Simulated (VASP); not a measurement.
**SrNiPF: single point with r2SCAN**

Crystal: SrNiPF.

```
Sr F Ni P
1.0
     3.96857    0.00000    0.00000
     0.00000    3.96857    0.00000
     0.00000    0.00000    8.87062
Sr F Ni P
2 2 2 2
Cartesian
  0.9921 0.9921 3.0373
  2.9764 2.9764 5.8333
  0.9921 2.9764 4.4353
  2.9764 0.9921 4.4353
  0.9921 2.9764 0.0000
  2.9764 0.9921 0.0000
  2.9764 2.9764 1.4566
  0.9921 0.9921 7.4141
```

```json
{
  "Program": "VASP 6.6.1",
  "Task": "single point",
  "Functional": "r2SCAN",
  "Potentials or basis": "VASP PAW PBE potentials, release 64 (Sr_sv, F, Ni, P)",
  "Cutoff": "520 eV",
  "k mesh": "5 × 5 × 2",
  "Occupations": "methfessel-paxton, width 0.0536 eV",
  "Spin": "collinear spin, ferromagnetic start",
  "Starting moments": "[0.0, 0.0, 0.0, 0.0, 0.9, 0.9, 0.0, 0.0] μB"
}
```

| Quantity | Value |
| --- | --- |
| Pressure | -6.6 GPa |
| Largest force | 2.884 eV/Å |
| Band gap on the k mesh | zero (filled and empty bands overlap) |
| Net moment | 0.00 μB per cell |
| Valence electrons inside the program's atomic spheres | Sr 8.10; F 6.16; Ni 9.12; P 2.44 |

Forces on the atoms (eV/Å):
```
Sr   0.000  0.000 -0.637
Sr   0.000  0.000  0.637
F    0.000  0.000  0.000
F    0.000  0.000  0.000
Ni   0.000  0.000  0.000
Ni   0.000  0.000  0.000
P    0.000  0.000 -2.884
P    0.000  0.000  2.884
```

Stress tensor (GPa, compression positive):
```
-5.79  0.00  0.00
 0.00 -5.79  0.00
 0.00  0.00 -8.37
```

Levels at points of the mesh, in eV from the Fermi level:
Spin up:
```csv
k point,band 29,band 30,band 31,band 32,band 33,band 34,band 35,band 36
"(0.00, 0.00, 0.00)",-0.77,-0.77,-0.66,-0.03,1.19,1.19,2.78,3.30
"(0.00, 0.00, 0.50)",-0.76,-0.76,-0.66,-0.21,1.17,1.17,2.79,3.28
```
Spin down:
```
           k point  band 28  band 29  band 30  band 31  band 32  band 33  band 34  band 35  band 36  band 37
(0.00, 0.00, 0.00)    -1.07    -0.77    -0.77    -0.66    -0.03     1.19     1.19     2.78     3.30     3.47
(0.00, 0.00, 0.50)    -1.07    -0.76    -0.76    -0.66    -0.21     1.17     1.17     2.79     3.28     3.60
```

It took 6.8 min on 1 thread of Intel(R) Xeon(R) Platinum 8559C (Emerald Rapids), on a shared host, peak memory 0.4 GiB.

Caveat: the cell stands under tension; the PAW data sets were made with another functional, which shifts forces and pressure a little. With open d or f shells a metallic result of r2SCAN can be an artefact of self-interaction; +U or a hybrid may open a gap.
